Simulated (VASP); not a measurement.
# K7Mg8F23 (a cell with a defect): single point with PBEsol

System: K7Mg8F23 (a cell with a defect).

```
K Mg F
1.0
     7.98254    0.00000    0.00000
     0.00000    7.98254    0.00000
     0.00000    0.00000    7.98254
K Mg F
7 8 23
Direct
  0.99049 0.99014 0.99927
  0.99541 0.99519 0.49934
  0.99043 0.50942 0.99933
  0.98982 0.50518 0.49931
  0.50986 0.99000 0.99932
  0.50554 0.98931 0.49923
  0.51049 0.51017 0.99931
  0.25364 0.25316 0.26699
  0.25364 0.25316 0.73171
  0.25232 0.74714 0.24870
  0.25230 0.74715 0.74981
  0.74747 0.25198 0.24881
  0.74748 0.25195 0.74994
  0.74716 0.74677 0.25333
  0.74712 0.74674 0.74529
  0.24175 0.24026 0.49935
  0.24842 0.75187 0.99927
  0.24380 0.75857 0.49923
  0.75282 0.24797 0.99938
  0.75848 0.24346 0.49938
  0.75117 0.75074 0.99930
  0.75661 0.75618 0.49931
  0.00838 0.24928 0.23286
  0.00846 0.24906 0.76620
  0.00095 0.75007 0.25020
  0.00089 0.75025 0.74836
  0.49320 0.24506 0.22438
  0.49314 0.24534 0.77467
  0.49926 0.75688 0.24396
  0.49923 0.75669 0.75462
  0.24949 0.00802 0.23205
  0.24972 0.00796 0.76642
  0.24551 0.49273 0.22459
  0.24524 0.49282 0.77372
  0.75052 0.00057 0.25024
  0.75032 0.00058 0.74843
  0.75708 0.49886 0.24395
  0.75733 0.49884 0.75470
```

```json
{
  "Program": "VASP 6.6.1",
  "Task": "single point",
  "Functional": "PBEsol",
  "Potentials or basis": "VASP PAW PBE potentials, release 64 (K_sv, Mg, F)",
  "Cutoff": "520 eV",
  "k mesh": "1 × 1 × 1, shifted",
  "Occupations": "fermi-dirac, width 0.05 eV",
  "Spin": "no spin polarisation"
}
```

```
Pressure               : -0.6 GPa
Largest force          : 0.022 eV/Å
Band gap on the k mesh : 6.61 eV
```

Forces in eV/Å, atoms in the order of the input:
```
K    0.001 -0.002 -0.001
K   -0.004 -0.004  0.001
K    0.001 -0.002 -0.001
K    0.011 -0.004  0.001
K    0.000 -0.001 -0.003
K   -0.001  0.012  0.003
K   -0.002 -0.001 -0.001
Mg   0.007  0.004  0.021
Mg   0.007  0.006 -0.020
Mg   0.007  0.000  0.002
Mg   0.007  0.000 -0.002
Mg  -0.001  0.006  0.002
Mg  -0.001  0.008 -0.001
Mg  -0.005 -0.004  0.001
Mg  -0.004 -0.001 -0.001
F    0.002  0.004 -0.001
F    0.000 -0.002  0.002
F    0.008 -0.010  0.000
F   -0.004 -0.001  0.001
F   -0.006  0.008 -0.001
F    0.003  0.003 -0.002
F   -0.009 -0.009  0.000
F   -0.008  0.002  0.004
F   -0.009  0.002 -0.007
F    0.000 -0.002 -0.002
F    0.000 -0.001  0.004
F   -0.002  0.008  0.006
F   -0.003  0.008 -0.011
F    0.000 -0.011  0.012
F    0.003 -0.009 -0.008
F    0.003 -0.006  0.006
F    0.001 -0.003 -0.005
F    0.009  0.000  0.007
F    0.011 -0.001 -0.008
F   -0.001  0.000 -0.001
F    0.000 -0.003 -0.001
F   -0.008  0.003  0.013
F   -0.011  0.002 -0.008
```

Stress tensor (GPa, compression positive):
```
-1.07 -0.03  0.00
-0.03 -1.07  0.00
 0.00  0.00  0.23
```

Levels at points of the mesh, in eV from the valence-band top:
```csv
k point,band 118,band 119,band 120,band 121,band 122,band 123
"(0.25, 0.25, 0.25)",-0.07,-0.03,-0.01,6.61,8.13,9.07
```

It took 11 min on 1 thread of Intel(R) Xeon(R) Platinum 8259CL CPU @ 2.50GHz (Skylake/Cascade Lake), with other jobs on the host, peak memory 0.58 GiB.

Caveat: the PAW data sets were made with another functional, which shifts forces and pressure a little.
